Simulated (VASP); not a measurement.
# Fe (P6/mmm) in VASP: notebook

Fe is run at these levels: PBEsol; tasks: single point.

Program: VASP 6.6.1. These are calculated values, not measurements. Logs are shortened: lines on timing, memory, paths and dates and some standing lists are left out, and cuts for length are marked.

## Step 1: The cell of the first run

The structure is hexagonal, space group P6/mmm (No. 191). The conventional cell has a = 3.860 Å, b = 3.860 Å, c = 2.424 Å, α = 90.00°, β = 90.00°, γ = 120.00°. Within 3.2 Å of Fe (site symmetry 6/mmm) lie 14 Fe at 2.42 to 2.54 Å. Fe (site symmetry -6m2) has 11 Fe at 2.23 to 2.54 Å within 2.9 Å.

This isn't the form of Fe at room conditions, which is bcc.

## Step 2: Single point, PBEsol (10.43 Å³/atom)

Input file INCAR:

```
SYSTEM = Fe
PREC = Accurate
ENCUT = 520
EDIFF = 1E-7
ISMEAR = -1
SIGMA = 0.1
LREAL = .FALSE.
LASPH = .TRUE.
NELM = 100
ALGO = Normal
ISIF = 2
LWAVE = .FALSE.
LCHARG = .FALSE.
GGA = PS
NBANDS = 19
```

Input file KPOINTS:

```
regular mesh
0
G
  11 11 15
  0 0 0
```

Input file POSCAR:

```
Fe
1.0
    3.8596260598      0.0000000000      0.0000000000
   -1.9298130299      3.3425342169      0.0000000000
    0.0000000000      0.0000000000      2.4244893487
Fe
3
Direct
    1.0000000000      1.0000000000      0.0000000000
    0.3333333333      0.6666666667      0.5000000000
    0.6666666667      0.3333333333      0.5000000000
```

Potentials or basis: VASP PAW PBE potentials, release 64 (Fe).

The run is started by

```
$ cat potpaw_PBE.64/Fe/POTCAR > POTCAR
$ mpirun -np 1 vasp_std > vasp.out
```

OUTCAR:

```text
SYSTEM = Fe
   PREC = Accurate
   ENCUT = 520
   EDIFF = 1E-7
   ISMEAR = -1
   LREAL = .FALSE.
   LASPH = .TRUE.
   NELM = 100
   ISIF = 2
   GGA = PS

 ion  position               nearest neighbor table
   1  0.000  0.000  0.000-   2 2.54   3 2.54   2 2.54   3 2.54   3 2.54   3 2.54   2 2.54   2 2.54
                             3 2.54   3 2.54   2 2.54   2 2.54
   2  0.333  0.667  0.500-   3 2.23   3 2.23   3 2.23   1 2.54   1 2.54   1 2.54   1 2.54   1 2.54
                             1 2.54
   3  0.667  0.333  0.500-   2 2.23   2 2.23   2 2.23   1 2.54   1 2.54   1 2.54   1 2.54   1 2.54
                             1 2.54

  LATTYP: Found a hexagonal cell.
 ALAT       =     3.8596260598
 C/A-ratio  =     0.6281669030

  Lattice vectors:

 A1 = (   3.8596260598,   0.0000000000,   0.0000000000)
 A2 = (  -1.9298130299,   3.3425342169,   0.0000000000)
 A3 = (   0.0000000000,   0.0000000000,   2.4244893487)

Analysis of symmetry for initial positions (statically):
=====================================================================
 Subroutine PRICEL returns:
 Original cell was already a primitive cell.

 Routine SETGRP: Setting up the symmetry group for a
 hexagonal supercell.

 Subroutine GETGRP returns: Found 24 space group operations
 (whereof 24 operations were pure point group operations)
 out of a pool of 24 trial point group operations.

The static configuration has the point symmetry D_6h.

Analysis of symmetry for dynamics (positions and initial velocities):
=====================================================================
 Subroutine PRICEL returns:
 Original cell was already a primitive cell.

 Routine SETGRP: Setting up the symmetry group for a
 hexagonal supercell.

 Subroutine GETGRP returns: Found 24 space group operations
 (whereof 24 operations were pure point group operations)
 out of a pool of 24 trial point group operations.

The dynamic configuration has the point symmetry D_6h.

 Subroutine INISYM returns: Found 24 space group operations
 (whereof 24 operations are pure point group operations),
 and found     1 'primitive' translations

----------------------------------------------------------------------------------------

                                     Primitive cell

  volume of cell :      31.2782

  direct lattice vectors                    reciprocal lattice vectors
     3.859626060  0.000000000  0.000000000     0.259092457  0.149587100  0.000000000
    -1.929813030  3.342534217  0.000000000     0.000000000  0.299174200  0.000000000
     0.000000000  0.000000000  2.424489349     0.000000000  0.000000000  0.412457989
[... 87 lines left out ...]
   LREAL  =      F    real-space projection
   EDIFFG = 0.1E-05   stopping-criterion for IOM
   NSW    =      0    number of steps for IOM
   IBRION =     -1    ionic relax: 0-MD 1-quasi-New 2-CG
   NFREE  =      0    steps in history (QN), initial steepest desc. (CG)
   ISIF   =      2    stress and relaxation
   ISYM   =      2    0-nonsym 1-usesym 2-fastsym
   POTIM  = 0.5000    time-step for ionic-motion
   TEBEG  =    0.0;   TEEND  =   0.0 temperature during run
   PSTRESS=    0.0 pullay stress
   NELECT =      24.0000    total number of electrons
   NUPDOWN=      -1.0000    fix difference up-down
   EMIN   =  10.00;   EMAX   =-10.00  energy-range for DOS
   EFERMI =   0.00;   METHOD = LEGACY
   ISMEAR =    -1;   SIGMA  =   0.10  broadening in eV -4-tet -1-fermi 0-gaus
   EFERMI_NEDOS =   21; number of points for ismear=-14 and -15
   IALGO  =     38    algorithm
   IMIX   =      4    mixing-type and parameters
     AMIX     =   0.40;   BMIX     =  1.00
     AMIX_MAG =   1.60;   BMIX_MAG =  1.00
  volume/ion in A,a.u.               =      10.43        70.36
  Fermi-wavevector in a.u.,A,eV,Ry     =   1.498758  2.832242 30.562426  2.246275
  Thomas-Fermi vector in A             =   2.610476
   LORBIT       =      0    0 simple, 1 ext, 2 COOP (PROOUT), +10 PAW based schemes
   GGA     = PS    functional components
   LHFCALC =     F    Hartree Fock is set to
   AEXX    =    0.0000 exact exchange contribution
   IVDW    =     0    specifies the selected vdW correction
   LEPSILON=     F    determine dielectric tensor
   LRPA    =     F    only Hartree local field effects (RPA)
 non-spin polarized calculation
  energy-cutoff  :      520.00
  volume of cell :       31.28
 maximum number of plane-waves:       867
 NGX is ok and might be reduce to    30
   NGX = 15   NGY = 15   NGZ =  9

 number of electron      24.0000012 magnetization

 Free energy of the ion-electron system (eV)
  ---------------------------------------------------
  ext. energy  EPLUGINS =         0.00000000
  ---------------------------------------------------
  free energy    TOTEN  =       -26.30013566 eV

  energy without entropy =      -26.11956657  energy(sigma->0) =      -26.20985111

 E-fermi :   6.6165     XC(G=0): -13.8054

 val. band max:        6.6095522996   @ k =   0.1818  -0.0000   0.3333
 cond. band min:       6.6176531113   @ k =   0.2727   0.1818   0.4000
 fundamental gap:      0.0081008117
 Fermi energy:         6.6165011594

 k-point     1 :       0.0000    0.0000    0.0000
  band No.  band energies     occupation
      1      -2.3178      2.00000
      2       2.2380      2.00000
      3       3.7728      2.00000
      4       3.7728      2.00000
      5       3.8072      2.00000
      6       3.8072      2.00000
[... 505 lines left out ...]
      6       4.3571      2.00000
[... 11 lines left out ...]
     18      10.6977      0.00000
     19      16.1458      0.00000

 [... further k-points ...]

------------------------ aborting loop because EDIFF is reached ----------------------------------------

  FORCE on cell =-STRESS in cart. coord.  units (eV):
  Direction    XX          YY          ZZ          XY          YZ          ZX
  --------------------------------------------------------------------------------------
  -------------------------------------------------------------------------------------
  Total       -2.2706520     -2.2706520     -2.1322425      0.0000000     -0.0000000      0.0000000
  in kB     -116.3107333   -116.3107333   -109.2209141      0.0000000     -0.0000000      0.0000000
  external PRESSURE =    -113.9474603 kB  Pullay stress =       0.0000000 kB

 VOLUME and BASIS-vectors are now :
 -----------------------------------------------------------------------------
  energy-cutoff  :      520.00
  volume of cell :       31.28
      direct lattice vectors                 reciprocal lattice vectors
     3.859626060  0.000000000  0.000000000     0.259092457  0.149587100  0.000000000
    -1.929813030  3.342534217  0.000000000     0.000000000  0.299174200  0.000000000
     0.000000000  0.000000000  2.424489349     0.000000000  0.000000000  0.412457989

 POSITION                                       TOTAL-FORCE (eV/Angst)
 -----------------------------------------------------------------------------------
      0.00000      0.00000      0.00000        -0.000000      0.000000      0.000000
     -0.00000      2.22836      1.21224         0.000000      0.000000     -0.000000
      1.92981      1.11418      1.21224        -0.000000      0.000000      0.000000
 -----------------------------------------------------------------------------------
    total drift:                               -0.000000      0.000000      0.000000

  FREE ENERGIE OF THE ION-ELECTRON SYSTEM (eV)
  ---------------------------------------------------
  free  energy   TOTEN  =       -26.3001356614 eV

  energy  without entropy=      -26.1195665677  energy(sigma->0) =      -26.20985111
```

OSZICAR:

```text
N       E                     dE             d eps       ncg     rms          rms(c)
DAV:   1     0.153680666597E+03    0.15368E+03   -0.11051E+04  4992   0.168E+03
DAV:   2    -0.238156202889E+02   -0.17750E+03   -0.16909E+03  4876   0.319E+02
DAV:   3    -0.312964506770E+02   -0.74808E+01   -0.68845E+01  5111   0.930E+01
DAV:   4    -0.314017952701E+02   -0.10534E+00   -0.10449E+00  5298   0.112E+01
DAV:   5    -0.314028064338E+02   -0.10112E-02   -0.10110E-02  5321   0.932E-01    0.221E+01
DAV:   6    -0.289829093645E+02    0.24199E+01   -0.47024E+01  5093   0.103E+02    0.240E+01
DAV:   7    -0.364587365591E+02   -0.74758E+01   -0.66355E+01  6008   0.161E+02    0.445E+01
DAV:   8    -0.263778513356E+02    0.10081E+02   -0.51521E+01  6148   0.657E+01    0.404E+00
DAV:   9    -0.263392318701E+02    0.38619E-01   -0.68950E-01  5100   0.106E+01    0.229E+00
DAV:  10    -0.263046405561E+02    0.34591E-01   -0.71050E-02  5536   0.381E+00    0.126E+00
DAV:  11    -0.263002012711E+02    0.44393E-02   -0.66591E-03  6046   0.906E-01    0.457E-01
DAV:  12    -0.263001605247E+02    0.40746E-04   -0.70319E-04  5071   0.423E-01    0.241E-01
DAV:  13    -0.263001428461E+02    0.17679E-04   -0.20111E-04  5197   0.205E-01    0.956E-02
DAV:  14    -0.263001372038E+02    0.56423E-05   -0.49987E-05  5270   0.996E-02    0.185E-02
DAV:  15    -0.263001365120E+02    0.69183E-06   -0.37671E-06  5083   0.285E-02    0.112E-02
DAV:  16    -0.263001357337E+02    0.77822E-06   -0.11659E-06  4966   0.158E-02    0.321E-03
DAV:  17    -0.263001356614E+02    0.72365E-07   -0.97645E-08  2651   0.438E-03
   1 F= -.26300136E+02 E0= -.26209851E+02  d E =-.180569E+00
```

stdout:

```text
POSCAR found type information on POSCAR Fe
 POSCAR found :  1 types and       3 ions
 scaLAPACK will be used
 -----------------------------------------------------------------------------
|                                                                             |
|                                                                             |
|     You enforced a specific xc type in the INCAR file but a different       |
|     I HOPE YOU KNOW WHAT YOU ARE DOING!                                     |
|                                                                             |
 -----------------------------------------------------------------------------

 LDA part: xc-table for (Slater+PW92), standard interpolation
 POSCAR, INCAR and KPOINTS ok, starting setup
 FFT: planning ... GRIDC
 FFT: planning ... GRID_SOFT
 FFT: planning ... GRID
 WAVECAR not read
 entering main loop
```

Wall time 2.6 min (1 thread of Intel Xeon 8259CL, shared host); peak memory 0.19 GiB.

Results:

- Free energy: -26.3001 eV
- Pressure: -11.4 GPa
- Band gap on the k mesh: zero (bands 12 and 13 overlap by 1.41 eV)

Levels at points of the mesh, in eV from the Fermi level:
| k point | band 10 | band 11 | band 12 | band 13 | band 14 | band 15 |
| --- | --- | --- | --- | --- | --- | --- |
| (0.00, 0.00, 0.00) | -1.32 | -0.86 | -0.86 | -0.77 | -0.77 | 0.95 |

Caveat: the cell stands under tension; the PAW data sets were made with another functional, which shifts forces and pressure a little; the run has no spin polarisation, though such a crystal can be magnetic.

## Step 3: Single point, PBEsol (10.83 Å³/atom)

This run uses another cell than the first one, of 10.83 Å³/atom.

INCAR is that of step 2.

KPOINTS is that of step 2.

Input file POSCAR:

```
Fe
1.0
    3.9084872730      0.0000000000      0.0000000000
   -1.9542436365      3.3848492687      0.0000000000
    0.0000000000      0.0000000000      2.4551823457
Fe
3
Direct
    1.0000000000      1.0000000000      0.0000000000
    0.3333333333      0.6666666667      0.5000000000
    0.6666666667      0.3333333333      0.5000000000
```

Potentials or basis: VASP PAW PBE potentials, release 64 (Fe).

The run is started by

```
$ cat potpaw_PBE.64/Fe/POTCAR > POTCAR
$ mpirun -np 1 vasp_std > vasp.out
```

Wall time 2.1 min (1 thread of Intel Xeon 8259CL, shared host); peak memory 0.19 GiB.

Results (log left out):

| Property | Result |
| --- | --- |
| Free energy | -26.1806 eV |
| Pressure | -20.1 GPa |
| Band gap on the k mesh | zero (bands 12 and 13 overlap by 1.33 eV) |

Stress tensor (GPa, compression positive):
```
-20.59   0.00   0.00
  0.00 -20.59   0.00
  0.00   0.00 -19.03
```

Levels at points of the mesh, in eV from the Fermi level:
```csv
k point,band 9,band 10,band 11,band 12,band 13,band 14,band 15,band 16
"(0.00, 0.00, 0.00)",-1.25,-1.25,-0.81,-0.81,-0.73,-0.73,0.90,0.90
```

Caveat: the cell stands under tension; the PAW data sets were made with another functional, which shifts forces and pressure a little; the run has no spin polarisation, though such a crystal can be magnetic.

## Step 4: Single point, PBEsol (11.23 Å³/atom)

This run uses another cell than the first one, of 11.23 Å³/atom.

Input file INCAR:

```
PREC     = Accurate       # precision mode
ENCUT    = 520            # plane-wave cutoff, eV
EDIFF    = 1E-6           # SCF threshold, eV
ISMEAR   = -1             # smearing method
SIGMA    = 0.1            # smearing width, eV
LREAL    = False          # projectors in reciprocal space
LASPH    = True           # aspherical terms in the spheres
NELM     = 60             # most SCF steps
ALGO     = Normal         # electronic algorithm
ISIF     = 2              # what is computed and relaxed
LWAVE    = False          # write WAVECAR
LCHARG   = False          # write CHGCAR
GGA      = PS             # functional
NBANDS   = 19             # bands
```

Input file KPOINTS:

```
regular mesh
0
Gamma
  11 11 15
```

Input file POSCAR:

```
Fe
1.0
    3.9561564499      0.0000000000      0.0000000000
   -1.9780782250      3.4261319870      0.0000000000
    0.0000000000      0.0000000000      2.4851265449
Fe
3
Direct
    1.0000000000      1.0000000000      0.0000000000
    0.3333333333      0.6666666667      0.5000000000
    0.6666666667      0.3333333333      0.5000000000
```

The run is started by

```
$ cat potpaw_PBE.64/Fe/POTCAR > POTCAR
$ mpirun -np 1 vasp_std > vasp.out
```

It took 1.8 min on 1 thread of Intel Xeon 8259CL, shared host; peak memory 0.19 GiB.

The run converged. Its results:

```yaml
Free_energy: -26.0032 eV
Pressure: -26.7 GPa
Band_gap_on_the_k_mesh: zero (bands 12 and 13 overlap by 1.26 eV)
```

Stress tensor (GPa, compression positive):
```
-27.43   0.00   0.00
  0.00 -27.43   0.00
  0.00   0.00 -25.18
```

Levels at points of the mesh, in eV from the Fermi level:
| k point | band 9 | band 10 | band 11 | band 12 | band 13 | band 14 | band 15 | band 16 |
| --- | --- | --- | --- | --- | --- | --- | --- | --- |
| (0.00, 0.00, 0.00) | -1.18 | -1.18 | -0.76 | -0.76 | -0.68 | -0.68 | 0.85 | 0.85 |

Caveat: the cell stands under tension; the PAW data sets were made with another functional, which shifts forces and pressure a little; the run has no spin polarisation, though such a crystal can be magnetic.

## Step 5: Overview

```csv
cell,gap on the mesh (eV),pressure (GPa)
"a = 3.860, b = 3.860, c = 2.424 Å, angles 90.0, 90.0, 120.0°, 3 atoms",none,-11.4
"a = 3.908, b = 3.908, c = 2.455 Å, angles 90.0, 90.0, 120.0°, 3 atoms",none,-20.1
"a = 3.956, b = 3.956, c = 2.485 Å, angles 90.0, 90.0, 120.0°, 3 atoms",none,-26.7
```

Alike in all rows: task single point; level PBEsol; potentials or basis VASP PAW PBE potentials, release 64 (Fe); no spin polarisation; k mesh 11 × 11 × 15; cutoff (eV) 520; smearing fermi-dirac 0.1 eV.

Caveats: the cell stands under tension; the PAW data sets were made with another functional, which shifts forces and pressure a little; the run has no spin polarisation, though such a crystal can be magnetic.

Absolute energies hang on the potentials; compare differences alone.
